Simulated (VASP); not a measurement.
A run of VASP 6.6.1:

Contents of INCAR:

```
SYSTEM = C
PREC = Accurate
ENCUT = 520
EDIFF = 1E-6
ISMEAR = 0
SIGMA = 0.1
LREAL = .FALSE.
LASPH = .TRUE.
NELM = 100
ALGO = Normal
ISIF = 2
LWAVE = .FALSE.
LCHARG = .TRUE.
LDIPOL = .TRUE.
IDIPOL = 3
DIPOL = 0.5 0.5 0.345
GGA = PE
IVDW = 12
LELF = .TRUE.
LVHAR = .TRUE.
LVACPOTAV = .TRUE.
NBANDS = 16
```

The input KPOINTS:

```
Automatic mesh
0
G
  15 15 1
  0 0 0
```

Contents of POSCAR:

```
C
1.0
    2.4656524415      0.0000000000      0.0000000000
   -1.2328262207      2.1353176512      0.0000000000
    0.0000000000      0.0000000000     17.5000663887
C
4
Direct
    0.6666666667      0.3333333333      0.2571437785
    0.3333333333      0.6666666667      0.2571418816
    0.8333333333      1.0000000000      0.4320021548
    0.5000000000      1.3333333333      0.4320002580
```

Potentials or basis: VASP PAW PBE potentials, release 64 (C).

Launch:

```sh
$ cat potpaw_PBE.64/C/POTCAR > POTCAR
$ mpirun -np 1 vasp_std > vasp.out
```

Hardware: 1 thread of AMD EPYC 9R45 96-Core Processor (Zen 5), with other jobs on the host.

Estimate the wall time of this run.

Run time: 100 s on 1 thread of AMD EPYC 9R45 96-Core Processor (Zen 5), with other jobs on the host, peak memory 0.25 GiB. Counts: scf iterations 19, k points 113.
